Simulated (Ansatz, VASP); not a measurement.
**Al3Pd: VASP beside Ansatz**

Contents of INCAR:

```
PREC = Accurate
ENCUT = 500
EDIFF = 1E-6
ISMEAR = 1
SIGMA = 0.5
LREAL = F
LASPH = T
NELM = 120
ALGO = Normal
ISIF = 2
LWAVE = F
LCHARG = T
GGA = PE
LELF = T
LVHAR = T
NBANDS = 18
GGA_COMPAT = F
```

File KPOINTS:

```
Automatic mesh
0
Gamma
  10 10 10
```

The input POSCAR:

```
Al3Pd
1.0
    3.9469100000      0.0000000000      0.0000000000
    0.0000000000      3.9469100000      0.0000000000
    0.0000000000      0.0000000000      3.9469100000
Al Pd
3 1
Direct
    0.0000000000      0.5000000000      0.5000000000
    0.5000000000      0.0000000000      0.5000000000
    0.5000000000      0.5000000000      0.0000000000
    0.0000000000      0.0000000000      0.0000000000
```

Input for Ansatz:

```yaml
crystal:
  lattice:
    - [3.94691, 0.0, 0.0]
    - [0.0, 3.94691, 0.0]
    - [0.0, 0.0, 3.94691]
  atoms:
    - { symbol: Al, position: [0.0, 0.5, 0.5] }
    - { symbol: Al, position: [0.5, 0.0, 0.5] }
    - { symbol: Al, position: [0.5, 0.5, 0.0] }
    - { symbol: Pd, position: [0.0, 0.0, 0.0] }
basis:
  ecutwfc: 420
kpoints:
  mp_grid: { grid: [10, 10, 10] }
hamiltonian:
  xc: pbe
scf:
  occupations: { method: methfessel_paxton, width: 0.5 }
output:
  forces: true
  stress: true
  eigenvalues: true
```

Alike in both runs: task single point; functional PBE; k mesh 10 × 10 × 10; occupations methfessel-paxton of order 1, width 0.5 eV; no spin polarisation.

|  | VASP | Ansatz |
| --- | --- | --- |
| version | VASP 6.6.1 | Ansatz 0.2.0 |
| potentials or method | VASP PAW PBE potentials, release 64 (Al, Pd), cutoff 500 eV | scalar-relativistic, plane waves, PAW |
| valence electrons in the cell | 19 | 27 |

|  | VASP | Ansatz | Ansatz less VASP |
| --- | --- | --- | --- |
| gap on the k mesh at the Fermi level (eV) | none | none | - |
| pressure (GPa) | 1.1 | 1.1 | +0.02 |

A gap of «none» marks a metal or a gap that the smearing closes. VASP's potentials hold 19 valence electrons a cell and Ansatz's 27, so a difference there can come from the potentials and not from the codes.
